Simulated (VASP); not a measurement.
# PbS (Galena) (Fm-3m) in VASP: settings compared

Aim: see how the results for PbS (Galena) move with the level of theory and the settings. Levels: PBE, r2SCAN. Tasks: single point.

Program: VASP 6.6.1. These are calculated values, not measurements. Logs are shortened: lines on timing, memory, paths and dates and some standing lists are left out, and cuts for length are marked.

## Step 1: The cell of the first run

Symmetry: Fm-3m, No. 225, cubic system. The conventional cell has a = 5.941 Å, b = 5.941 Å, c = 5.941 Å, α = 90.00°, β = 90.00°, γ = 90.00°. Within 3.9 Å of Pb (site symmetry m-3m) lie 6 S at 2.97 Å. Within 3.9 Å of S (site symmetry m-3m) lie 6 Pb at 2.97 Å.

## Step 2: Single point, PBE

Contents of INCAR:

```
ALGO     = Normal         # electronic algorithm
EDIFF    = 1E-6           # SCF threshold, eV
ENCUT    = 520            # plane-wave cutoff, eV
GGA      = PE             # functional
ISIF     = 2              # what is computed and relaxed
ISMEAR   = 0              # smearing method
LASPH    = True           # aspherical terms in the spheres
LCHARG   = False          # write CHGCAR
LREAL    = False          # projectors in reciprocal space
LWAVE    = False          # write WAVECAR
NBANDS   = 17             # bands
NELM     = 100            # most SCF steps
PREC     = Accurate       # precision mode
SIGMA    = 0.01           # smearing width, eV
```

Contents of KPOINTS:

```
k-points
0
Gamma
  8 8 8
```

Contents of POSCAR:

```
PbS
1.0
    0.0000000000      2.9705683215      2.9705683215
    2.9705683215      0.0000000000      2.9705683215
    2.9705683215      2.9705683215      0.0000000000
Pb S
1 1
Direct
    0.0000000000      0.0000000000      0.0000000000
    0.5000000000      0.5000000000      0.5000000000
```

Potentials or basis: VASP PAW PBE potentials, release 64 (Pb_d, S).

Started as:

```sh
cat potpaw_PBE.64/Pb_d/POTCAR potpaw_PBE.64/S/POTCAR > POTCAR
mpirun -np 1 vasp_std > vasp.out
```

OUTCAR:

```text
EDIFF = 1E-6
   ENCUT = 520
   GGA = PE
   ISIF = 2
   ISMEAR = 0
   LASPH = True
   LREAL = False
   NELM = 100
   PREC = Accurate

 ion  position               nearest neighbor table
   1  0.000  0.000  0.000-   2 2.97   2 2.97   2 2.97   2 2.97   2 2.97   2 2.97
   2  0.500  0.500  0.500-   1 2.97   1 2.97   1 2.97   1 2.97   1 2.97   1 2.97

  LATTYP: Found a face centered cubic cell.
 ALAT       =     5.9411366430

  Lattice vectors:

 A1 = (   0.0000000000,   2.9705683215,   2.9705683215)
 A2 = (   2.9705683215,   0.0000000000,   2.9705683215)
 A3 = (   2.9705683215,   2.9705683215,   0.0000000000)

Analysis of symmetry for initial positions (statically):
=====================================================================
 Subroutine PRICEL returns:
 Original cell was already a primitive cell.

 Routine SETGRP: Setting up the symmetry group for a
 face centered cubic supercell.

 Subroutine GETGRP returns: Found 48 space group operations
 (whereof 48 operations were pure point group operations)
 out of a pool of 48 trial point group operations.

The static configuration has the point symmetry O_h .

Analysis of symmetry for dynamics (positions and initial velocities):
=====================================================================
 Subroutine PRICEL returns:
 Original cell was already a primitive cell.

 Routine SETGRP: Setting up the symmetry group for a
 face centered cubic supercell.

 Subroutine GETGRP returns: Found 48 space group operations
 (whereof 48 operations were pure point group operations)
 out of a pool of 48 trial point group operations.

The dynamic configuration has the point symmetry O_h .

 Subroutine INISYM returns: Found 48 space group operations
 (whereof 48 operations are pure point group operations),
 and found     1 'primitive' translations

----------------------------------------------------------------------------------------

                                     Primitive cell

  volume of cell :      52.4262

  direct lattice vectors                    reciprocal lattice vectors
     0.000000000  2.970568322  2.970568322    -0.168317960  0.168317960  0.168317960
     2.970568322  0.000000000  2.970568322     0.168317960 -0.168317960  0.168317960
     2.970568322  2.970568322  0.000000000     0.168317960  0.168317960 -0.168317960

  length of vectors
     4.201018008  4.201018008  4.201018008     0.291535259  0.291535259  0.291535259

  position of ions in fractional coordinates (direct lattice)
     0.000000000  0.000000000  0.000000000
     0.500000000  0.500000000  0.500000000

  ion indices of the primitive-cell ions
   primitive index   ion index
                 1           1
                 2           2

----------------------------------------------------------------------------------------

 KPOINTS: k-points

Automatic generation of k-mesh.
 Grid dimensions read from file:
 generate k-points for:    8    8    8

 Generating k-lattice:

  Cartesian coordinates                     Fractional coordinates (reciprocal lattice)
    -0.021039745  0.021039745  0.021039745     0.125000000  0.000000000  0.000000000
     0.021039745 -0.021039745  0.021039745     0.000000000  0.125000000  0.000000000
     0.021039745  0.021039745 -0.021039745     0.000000000  0.000000000  0.125000000

  Length of vectors
     0.036441907  0.036441907  0.036441907

  Shift w.r.t. Gamma in fractional coordinates (k-lattice)
     0.000000000  0.000000000  0.000000000

 Subroutine IBZKPT returns following result:
 ===========================================

 Found     29 irreducible k-points:

 Following reciprocal coordinates:
            Coordinates               Weight
  0.000000  0.000000  0.000000      1.000000
  0.125000  0.000000  0.000000      8.000000
  0.250000  0.000000  0.000000      8.000000
  0.375000  0.000000  0.000000      8.000000
  0.500000  0.000000  0.000000      4.000000
  0.125000  0.125000  0.000000      6.000000
[... 16 lines left out ...]
  0.500000  0.250000  0.125000     48.000000
 -0.375000  0.250000  0.125000     24.000000
 [... further k-points ...]
   k-points           NKPTS =     29   k-points in BZ     NKDIM =     29   number of bands    NBANDS=     17
   number of dos      NEDOS =    301   number of ions     NIONS =      2
   total plane-waves  NPLWV =  32768
   dimension x,y,z NGX =    32 NGY =   32 NGZ =   32
   dimension x,y,z NGXF=    64 NGYF=   64 NGZF=   64
   ions per type =               1   1
   NGX,Y,Z   is equivalent  to a cutoff of  12.66, 12.66, 12.66 a.u.
   NGXF,Y,Z  is equivalent  to a cutoff of  25.33, 25.33, 25.33 a.u.
 SYSTEM =  unknown system
   PREC   = accura    normal or accurate (medium, high low for compatibility)
   ISTART =      0    job   : 0-new  1-cont  2-samecut
   ICHARG =      2    charge: 1-file 2-atom 10-const
   ISPIN  =      1    spin polarized calculation?
   LNONCOLLINEAR =      F non collinear calculations
   LSORBIT =      F    spin-orbit coupling
   LASPH  =      T    aspherical Exc in radial PAW
   ENCUT  =  520.0 eV  38.22 Ry    6.18 a.u.   7.81  7.81  7.81*2*pi/ulx,y,z
   NELM   =    100;   NELMIN=  2; NELMDL= -5     # of ELM steps
   EDIFF  = 0.1E-05   stopping-criterion for ELM
   LREAL  =      F    real-space projection
[... 7 lines left out ...]
   TEBEG  =    0.0;   TEEND  =   0.0 temperature during run
   PSTRESS=    0.0 pullay stress
   NELECT =      20.0000    total number of electrons
   NUPDOWN=      -1.0000    fix difference up-down
   EMIN   =  10.00;   EMAX   =-10.00  energy-range for DOS
   EFERMI =   0.00;   METHOD = LEGACY
   ISMEAR =     0;   SIGMA  =   0.01  broadening in eV -4-tet -1-fermi 0-gaus
   EFERMI_NEDOS =   21; number of points for ismear=-14 and -15
   IALGO  =     38    algorithm
   IMIX   =      4    mixing-type and parameters
     AMIX     =   0.40;   BMIX     =  1.00
     AMIX_MAG =   1.60;   BMIX_MAG =  1.00
  volume/ion in A,a.u.               =      26.21       176.89
  Fermi-wavevector in a.u.,A,eV,Ry     =   1.187322  2.243714 19.180598  1.409734
  Thomas-Fermi vector in A             =   2.323476
   LORBIT       =      0    0 simple, 1 ext, 2 COOP (PROOUT), +10 PAW based schemes
   GGA     = PE    functional components
   LHFCALC =     F    Hartree Fock is set to
   AEXX    =    0.0000 exact exchange contribution
   IVDW    =     0    specifies the selected vdW correction
   LEPSILON=     F    determine dielectric tensor
   LRPA    =     F    only Hartree local field effects (RPA)
 non-spin polarized calculation
 Gauss-broadening in eV      SIGMA  =   0.01
  energy-cutoff  :      520.00
  volume of cell :       52.43
 maximum number of plane-waves:      1428
   NGX = 15   NGY = 15   NGZ = 15

 number of electron      19.9999999 magnetization

 Free energy of the ion-electron system (eV)
  ---------------------------------------------------
  ext. energy  EPLUGINS =         0.00000000
  ---------------------------------------------------
  free energy    TOTEN  =        -8.75933714 eV

  energy without entropy =       -8.75933714  energy(sigma->0) =       -8.75933714

 E-fermi :   5.7978     XC(G=0):  -9.6594

 val. band max:        5.7534302415   @ k =   0.5000   0.0000   0.0000
 cond. band min:       6.1354740331   @ k =   0.5000   0.0000   0.0000
 fundamental gap:      0.3820437916
 Fermi energy:         5.7978327817

 k-point     1 :       0.0000    0.0000    0.0000
  band No.  band energies     occupation
      1     -11.0577      2.00000
      2     -11.0577      2.00000
      3     -11.0577      2.00000
      4     -11.0411      2.00000
      5     -11.0411      2.00000
      6      -7.7950      2.00000
[... 9 lines left out ...]
     16      12.5015      0.00000
     17      14.4309      0.00000

 k-point     2 :       0.1250    0.0000    0.0000
  band No.  band energies     occupation
      1     -11.0570      2.00000
      2     -11.0548      2.00000
      3     -11.0548      2.00000
      4     -11.0419      2.00000
      5     -11.0419      2.00000
      6      -7.6630      2.00000
[... 9 lines left out ...]
     16      12.8699      0.00000
     17      15.6210      0.00000

 k-point     3 :       0.2500    0.0000    0.0000
  band No.  band energies     occupation
      1     -11.0605      2.00000
      2     -11.0605      2.00000
      3     -11.0556      2.00000
      4     -11.0310      2.00000
      5     -11.0310      2.00000
      6      -7.2964      2.00000
[... 9 lines left out ...]
     16      13.7184      0.00000
     17      17.6299      0.00000

 k-point     4 :       0.3750    0.0000    0.0000
  band No.  band energies     occupation
      1     -11.0702      2.00000
      2     -11.0702      2.00000
      3     -11.0548      2.00000
      4     -11.0159      2.00000
      5     -11.0159      2.00000
      6      -6.8212      2.00000
[... 9 lines left out ...]
     16      14.9424      0.00000
     17      17.5335      0.00000

 k-point     5 :       0.5000    0.0000    0.0000
  band No.  band energies     occupation
      1     -11.0744      2.00000
      2     -11.0744      2.00000
      3     -11.0545      2.00000
      4     -11.0094      2.00000
      5     -11.0094      2.00000
      6      -6.5656      2.00000
[... 9 lines left out ...]
     16      15.8890      0.00000
     17      16.2959      0.00000

 k-point     6 :       0.1250    0.1250    0.0000
  band No.  band energies     occupation
      1     -11.0614      2.00000
      2     -11.0532      2.00000
      3     -11.0494      2.00000
      4     -11.0494      2.00000
      5     -11.0374      2.00000
      6      -7.6168      2.00000
[... 9 lines left out ...]
     16      13.6382      0.00000
     17      15.0789      0.00000
[... 281 lines left out ...]
 k-point    21 :       0.5000    0.5000    0.0000
  band No.  band energies     occupation
      1     -11.1919      2.00000
      2     -11.0827      2.00000
      3     -11.0158      2.00000
      4     -10.9980      2.00000
      5     -10.9980      2.00000
      6      -6.1427      2.00000
[... 9 lines left out ...]
     16      18.0247      0.00000
     17      18.0329      0.00000

 k-point    22 :       0.3750    0.2500    0.1250
  band No.  band energies     occupation
      1     -11.0884      2.00000
      2     -11.0613      2.00000
      3     -11.0476      2.00000
      4     -11.0293      2.00000
      5     -11.0199      2.00000
      6      -6.9793      2.00000
[... 9 lines left out ...]
     16      15.6248      0.00000
     17      15.9447      0.00000

 k-point    23 :       0.5000    0.2500    0.1250
  band No.  band energies     occupation
      1     -11.1034      2.00000
      2     -11.0559      2.00000
      3     -11.0501      2.00000
      4     -11.0242      2.00000
      5     -11.0131      2.00000
      6      -6.5567      2.00000
[... 9 lines left out ...]
     16      16.0384      0.00000
     17      17.0473      0.00000

 k-point    24 :      -0.3750    0.2500    0.1250
  band No.  band energies     occupation
      1     -11.1090      2.00000
      2     -11.0584      2.00000
      3     -11.0418      2.00000
      4     -11.0291      2.00000
      5     -11.0085      2.00000
      6      -6.3434      2.00000
[... 9 lines left out ...]
     16      16.6759      0.00000
     17      16.9308      0.00000

 [... further k-points ...]
[... 5 lines left out ...]
  --------------------------------------------------------------------------------------
  -------------------------------------------------------------------------------------
  Total        0.6031777      0.6031777      0.6031777      0.0000000     -0.0000000      0.0000000
  in kB       18.4334748     18.4334748     18.4334748      0.0000000     -0.0000000      0.0000000
  external PRESSURE =      18.4334748 kB  Pullay stress =       0.0000000 kB

 VOLUME and BASIS-vectors are now :
 -----------------------------------------------------------------------------
  energy-cutoff  :      520.00
  volume of cell :       52.43
      direct lattice vectors                 reciprocal lattice vectors
     0.000000000  2.970568322  2.970568322    -0.168317960  0.168317960  0.168317960
     2.970568322  0.000000000  2.970568322     0.168317960 -0.168317960  0.168317960
     2.970568322  2.970568322  0.000000000     0.168317960  0.168317960 -0.168317960

 POSITION                                       TOTAL-FORCE (eV/Angst)
 -----------------------------------------------------------------------------------
      0.00000      0.00000      0.00000         0.000000     -0.000000     -0.000000
      2.97057      2.97057      2.97057        -0.000000      0.000000      0.000000
 -----------------------------------------------------------------------------------
    total drift:                                0.000000     -0.000000     -0.000000

  FREE ENERGIE OF THE ION-ELECTRON SYSTEM (eV)
  ---------------------------------------------------
  free  energy   TOTEN  =        -8.7593371402 eV

  energy  without entropy=       -8.7593371402  energy(sigma->0) =       -8.75933714
```

Wall time 28 s (1 thread of Intel Xeon 8259CL, shared host); peak memory 0.18 GiB.

Results:

```yaml
Free_energy: -8.7593 eV
Pressure: 1.8 GPa
Band_gap_on_the_k_mesh: 0.38 eV, direct
```

Caveat: spin-orbit coupling is left out, which moves the levels of the heavy elements.

## Step 3: Single point, r2SCAN

POSCAR is that of step 2.

Contents of INCAR.step1:

```
  ALGO = Normal
  EDIFF = 1E-4
  ENCUT = 520
  GGA = PE
  ISMEAR = 0
  LASPH = T
  LCHARG = F
  LREAL = F
  LWAVE = T
  NBANDS = 17
  NELM = 60
  PREC = Accurate
  SIGMA = 0.01
```

Contents of INCAR.step2:

```
  ALGO = Normal
  EDIFF = 1E-7
  ENCUT = 520
  ISIF = 2
  ISMEAR = 0
  ISTART = 1
  LASPH = T
  LCHARG = T
  LELF = T
  LMIXTAU = T
  LREAL = F
  LVHAR = T
  LWAVE = F
  METAGGA = R2SCAN
  NBANDS = 17
  NELM = 60
  PREC = Accurate
  SIGMA = 0.01
```

KPOINTS is that of step 2.

Potentials or basis: VASP PAW PBE potentials, release 64 (Pb_d, S).

Started as:

```sh
cat potpaw_PBE.64/Pb_d/POTCAR potpaw_PBE.64/S/POTCAR > POTCAR
cp INCAR.step1 INCAR
mpirun -np 1 vasp_std > vasp.out
cp INCAR.step2 INCAR
mpirun -np 1 vasp_std > vasp.out
```

Run time: 2.6 min. Hardware: 1 thread of Intel Xeon 8259CL, shared host; peak memory 0.2 GiB.

Results (log left out):

| Quantity | Value |
| --- | --- |
| Free energy | -65.6092 eV |
| Pressure | 1.0 GPa |
| Band gap on the k mesh | 0.64 eV, direct |

Levels at points of the mesh, in eV from the valence-band top:
| k point | band 8 | band 9 | band 10 | band 11 | band 12 | band 13 |
| --- | --- | --- | --- | --- | --- | --- |
| (0.00, 0.00, 0.00) | -2.31 | -2.31 | -2.31 | 5.54 | 5.54 | 5.54 |
| (0.50, 0.00, 0.00) | -1.91 | -1.91 | 0.00 | 0.64 | 2.19 | 2.19 |
| (0.50, 0.50, 0.00) | -5.34 | -3.58 | -3.58 | 4.17 | 5.99 | 6.07 |

Caveat: the PAW data sets were made with another functional, which shifts forces and pressure a little; spin-orbit coupling is left out, which moves the levels of the heavy elements.
